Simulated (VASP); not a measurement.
# Li (Fm-3m) in VASP: further runs, part 2 of 3

VASP 6.6.1. Earlier steps stand in the parts before.

## (3) Single point, PBEsol+D4

This run uses another cell than the first one, of 18.04 Å³/atom, 1.021 times its volume.

File INCAR:

```
  ALGO = Normal
  EDIFF = 1E-7
  ENCUT = 520
  GGA = PS
  ISIF = 2
  ISMEAR = -1
  IVDW = 13
  LASPH = True
  LCHARG = True
  LELF = True
  LREAL = False
  LVHAR = True
  LWAVE = False
  NBANDS = 8
  NELM = 80
  PREC = Accurate
  SIGMA = 0.05
```

File KPOINTS:

```
k-points
0
Gamma
  10 10 10
```

File POSCAR:

```
Li
1.0
    0.0000000000      2.0816223861      2.0816223861
    2.0816223861      0.0000000000      2.0816223861
    2.0816223861      2.0816223861      0.0000000000
Li
1
Direct
    0.0000000000      0.0000000000      0.0000000000
```

Potentials or basis: VASP PAW PBE potentials, release 64 (Li_sv).

Started as:

```bash
$ cat potpaw_PBE.64/Li_sv/POTCAR > POTCAR
$ mpirun -np 1 vasp_std > vasp.out
```

OUTCAR:

```text
EDIFF = 1E-7
   ENCUT = 520
   GGA = PS
   ISIF = 2
   ISMEAR = -1
   IVDW = 13
   LASPH = True
   LREAL = False
   NELM = 80
   PREC = Accurate

 ion  position               nearest neighbor table
   1  0.000  0.000  0.000-

  LATTYP: Found a face centered cubic cell.
 ALAT       =     4.1632447722

  Lattice vectors:

 A1 = (   0.0000000000,   2.0816223861,   2.0816223861)
 A2 = (   2.0816223861,   0.0000000000,   2.0816223861)
 A3 = (   2.0816223861,   2.0816223861,   0.0000000000)

Analysis of symmetry for initial positions (statically):
=====================================================================
 Subroutine PRICEL returns:
 Original cell was already a primitive cell.

 Routine SETGRP: Setting up the symmetry group for a
 face centered cubic supercell.

 Subroutine GETGRP returns: Found 48 space group operations
 (whereof 48 operations were pure point group operations)
 out of a pool of 48 trial point group operations.

The static configuration has the point symmetry O_h .

Analysis of symmetry for dynamics (positions and initial velocities):
=====================================================================
 Subroutine PRICEL returns:
 Original cell was already a primitive cell.

 Routine SETGRP: Setting up the symmetry group for a
 face centered cubic supercell.

 Subroutine GETGRP returns: Found 48 space group operations
 (whereof 48 operations were pure point group operations)
 out of a pool of 48 trial point group operations.

The dynamic configuration has the point symmetry O_h .

 Subroutine INISYM returns: Found 48 space group operations
 (whereof 48 operations are pure point group operations),
 and found     1 'primitive' translations

----------------------------------------------------------------------------------------

                                     Primitive cell

  volume of cell :      18.0400

  direct lattice vectors                    reciprocal lattice vectors
     0.000000000  2.081622386  2.081622386    -0.240197263  0.240197263  0.240197263
     2.081622386  0.000000000  2.081622386     0.240197263 -0.240197263  0.240197263
     2.081622386  2.081622386  0.000000000     0.240197263  0.240197263 -0.240197263

  length of vectors
     2.943858610  2.943858610  2.943858610     0.416033864  0.416033864  0.416033864

  position of ions in fractional coordinates (direct lattice)
     0.000000000  0.000000000  0.000000000

  ion indices of the primitive-cell ions
   primitive index   ion index
                 1           1

----------------------------------------------------------------------------------------

 KPOINTS: k-points

Automatic generation of k-mesh.
 Grid dimensions read from file:
 generate k-points for:   10   10   10

 Generating k-lattice:

  Cartesian coordinates                     Fractional coordinates (reciprocal lattice)
    -0.024019726  0.024019726  0.024019726     0.100000000  0.000000000  0.000000000
     0.024019726 -0.024019726  0.024019726     0.000000000  0.100000000  0.000000000
     0.024019726  0.024019726 -0.024019726     0.000000000  0.000000000  0.100000000

  Length of vectors
     0.041603386  0.041603386  0.041603386

  Shift w.r.t. Gamma in fractional coordinates (k-lattice)
     0.000000000  0.000000000  0.000000000

 Subroutine IBZKPT returns following result:
 ===========================================

 Found     47 irreducible k-points:

 Following reciprocal coordinates:
            Coordinates               Weight
  0.000000  0.000000  0.000000      1.000000
  0.100000  0.000000  0.000000      8.000000
  0.200000  0.000000  0.000000      8.000000
  0.300000  0.000000  0.000000      8.000000
  0.400000  0.000000  0.000000      8.000000
  0.500000  0.000000  0.000000      4.000000
[... 16 lines left out ...]
  0.300000  0.300000  0.000000      6.000000
  0.400000  0.300000  0.000000     24.000000
 [... further k-points ...]
   k-points           NKPTS =     47   k-points in BZ     NKDIM =     47   number of bands    NBANDS=      8
   number of dos      NEDOS =    301   number of ions     NIONS =      1
   total plane-waves  NPLWV =  13824
   dimension x,y,z NGX =    24 NGY =   24 NGZ =   24
   dimension x,y,z NGXF=    48 NGYF=   48 NGZF=   48
   ions per type =               1
   NGX,Y,Z   is equivalent  to a cutoff of  13.55, 13.55, 13.55 a.u.
   NGXF,Y,Z  is equivalent  to a cutoff of  27.11, 27.11, 27.11 a.u.
 SYSTEM =  unknown system
   PREC   = accura    normal or accurate (medium, high low for compatibility)
   ISTART =      0    job   : 0-new  1-cont  2-samecut
   ICHARG =      2    charge: 1-file 2-atom 10-const
   ISPIN  =      1    spin polarized calculation?
   LNONCOLLINEAR =      F non collinear calculations
   LSORBIT =      F    spin-orbit coupling
   LASPH  =      T    aspherical Exc in radial PAW
   ENCUT  =  520.0 eV  38.22 Ry    6.18 a.u.   5.47  5.47  5.47*2*pi/ulx,y,z
   NELM   =     80;   NELMIN=  2; NELMDL= -5     # of ELM steps
   EDIFF  = 0.1E-06   stopping-criterion for ELM
   LREAL  =      F    real-space projection
   EDIFFG = 0.1E-05   stopping-criterion for IOM
   NSW    =      0    number of steps for IOM
   IBRION =     -1    ionic relax: 0-MD 1-quasi-New 2-CG
   NFREE  =      0    steps in history (QN), initial steepest desc. (CG)
   ISIF   =      2    stress and relaxation
   ISYM   =      2    0-nonsym 1-usesym 2-fastsym
   POTIM  = 0.5000    time-step for ionic-motion
   TEBEG  =    0.0;   TEEND  =   0.0 temperature during run
   PSTRESS=    0.0 pullay stress
   NELECT =       3.0000    total number of electrons
   NUPDOWN=      -1.0000    fix difference up-down
   EMIN   =  10.00;   EMAX   =-10.00  energy-range for DOS
   EFERMI =   0.00;   METHOD = LEGACY
   ISMEAR =    -1;   SIGMA  =   0.05  broadening in eV -4-tet -1-fermi 0-gaus
   EFERMI_NEDOS =   21; number of points for ismear=-14 and -15
   IALGO  =     38    algorithm
   IMIX   =      4    mixing-type and parameters
     AMIX     =   0.40;   BMIX     =  1.00
     AMIX_MAG =   1.60;   BMIX_MAG =  1.00
  volume/ion in A,a.u.               =      18.04       121.74
  Fermi-wavevector in a.u.,A,eV,Ry     =   0.900264  1.701253 11.027190  0.810476
  Thomas-Fermi vector in A             =   2.023200
   LORBIT       =      0    0 simple, 1 ext, 2 COOP (PROOUT), +10 PAW based schemes
   GGA     = PS    functional components
   LHFCALC =     F    Hartree Fock is set to
   AEXX    =    0.0000 exact exchange contribution
   IVDW    =    13    specifies the selected vdW correction
   LEPSILON=     F    determine dielectric tensor
   LRPA    =     F    only Hartree local field effects (RPA)
 non-spin polarized calculation
  energy-cutoff  :      520.00
  volume of cell :       18.04
 maximum number of plane-waves:       531
 NGX is ok and might be reduce to    24
   NGX = 11   NGY = 11   NGZ = 11

 number of electron       3.0000006 magnetization

 Free energy of the ion-electron system (eV)
  ---------------------------------------------------
  ext. energy  EPLUGINS =         0.00000000
  ---------------------------------------------------
  free energy    TOTEN  =        -1.95665409 eV

  energy without entropy =       -1.95221551  energy(sigma->0) =       -1.95443480

 E-fermi :   0.9104     XC(G=0):  -7.3086

 val. band max:        0.8950157244   @ k =   0.5000   0.0000   0.0000
 cond. band min:       0.9655069865   @ k =   0.5000   0.3000   0.1000
 fundamental gap:      0.0704912620
 Fermi energy:         0.9103927003

 k-point     1 :       0.0000    0.0000    0.0000
  band No.  band energies     occupation
      1     -44.7551      2.00000
      2      -2.7331      2.00000
      3      16.5519      0.00000
      4      16.5519      0.00000
      5      16.5519      0.00000
      6      20.5980      0.00000
      7      20.5980      0.00000
      8      20.5980      0.00000
[... 243 lines left out ...]
 k-point    24 :       0.4000    0.3000    0.0000
  band No.  band energies     occupation
      1     -44.7224      2.00000
      2       0.4761      1.99966
      3       8.9269      0.00000
      4      10.3491      0.00000
      5      10.9801      0.00000
      6      14.6774      0.00000
      7      17.9477      0.00000
      8      28.2396      0.00000

 [... further k-points ...]

------------------------ aborting loop because EDIFF is reached ----------------------------------------

  DFT-D4 for vdW energy calculation

  Edisp (eV):   -0.01256

  FORCE on cell =-STRESS in cart. coord.  units (eV):
  Direction    XX          YY          ZZ          XY          YZ          ZX
  --------------------------------------------------------------------------------------
  -------------------------------------------------------------------------------------
  Total       0.18377     0.18377     0.18377     0.00000     0.00000     0.00000
  in kB      16.32128    16.32128    16.32128     0.00000     0.00000     0.00000
  external pressure =       16.32 kB  Pullay stress =        0.00 kB

 VOLUME and BASIS-vectors are now :
 -----------------------------------------------------------------------------
  energy-cutoff  :      520.00
  volume of cell :       18.04
      direct lattice vectors                 reciprocal lattice vectors
     0.000000000  2.081622386  2.081622386    -0.240197263  0.240197263  0.240197263
     2.081622386  0.000000000  2.081622386     0.240197263 -0.240197263  0.240197263
     2.081622386  2.081622386  0.000000000     0.240197263  0.240197263 -0.240197263

 POSITION                                       TOTAL-FORCE (eV/Angst)
 -----------------------------------------------------------------------------------
      0.00000      0.00000      0.00000         0.000000      0.000000     -0.000000
 -----------------------------------------------------------------------------------
    total drift:                               -0.000000     -0.000000      0.000000

  FREE ENERGIE OF THE ION-ELECTRON SYSTEM (eV)
  ---------------------------------------------------
  free  energy   TOTEN  =        -1.9692171257 eV

  energy  without entropy=       -1.9647785473  energy(sigma->0) =       -1.96699784
```

Wall time 6.1 s (1 thread of AMD EPYC 7R13 (Zen 3), shared host); peak memory 0.1 GiB.

Results:

| Quantity | Value |
| --- | --- |
| Free energy | -1.9692 eV |
| Dispersion energy per atom | -0.013 eV |

Caveat: the cutoff is under 1.25 times the usual one of these potentials, so pressure, stress and relaxed cells hold a basis-set (Pulay) error; the PAW data sets were made with another functional, which shifts forces and pressure a little; pairwise dispersion overbinds metals, which lowers pressure and volume.

[end of part 2 of 3]
